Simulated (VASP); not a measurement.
Here is a VASP 6.6.1 calculation.

File INCAR:

```
SYSTEM = NiO
PREC = Accurate ; ENCUT = 520
EDIFF = 1E-6 ; ISMEAR = 0
SIGMA = 0.1 ; LREAL = .FALSE.
LASPH = .TRUE. ; NELM = 150
ALGO = Normal ; ISIF = 2
LWAVE = .FALSE. ; LCHARG = .TRUE.
ISPIN = 2 ; MAGMOM = 1.6 0.32
LORBIT = 11 ; LMAXMIX = 4
GGA = PE ; LELF = .TRUE.
LVHAR = .TRUE. ; NBANDS = 19
```

File KPOINTS:

```
Automatic mesh
0
G
  18 18 18
  0 0 0
```

File POSCAR:

```
NiO
1.0
    0.0000000000      2.1762282511      2.1762282511
    2.1762282511      0.0000000000      2.1762282511
    2.1762282511      2.1762282511      0.0000000000
Ni O
1 1
Direct
    0.0000000000      0.0000000000      0.0000000000
    0.5000000000      0.5000000000      0.5000000000
```

Potentials or basis: VASP PAW PBE potentials, release 64 (Ni, O).

Command:

```console
$ cat potpaw_PBE.64/Ni/POTCAR potpaw_PBE.64/O/POTCAR > POTCAR
$ mpirun -np 1 vasp_std > vasp.out
```

Q: Predict the site moments.

A: Ni +1.56; O +0.31 μB.

Q: What does it give for the pressure?

A: -13.7 GPa.

Q: What does it give for the net moment?

A: 1.93 μB per cell.

Caveat: a cell with one magnetic atom can't hold antiferromagnetic order, which such compounds often take.
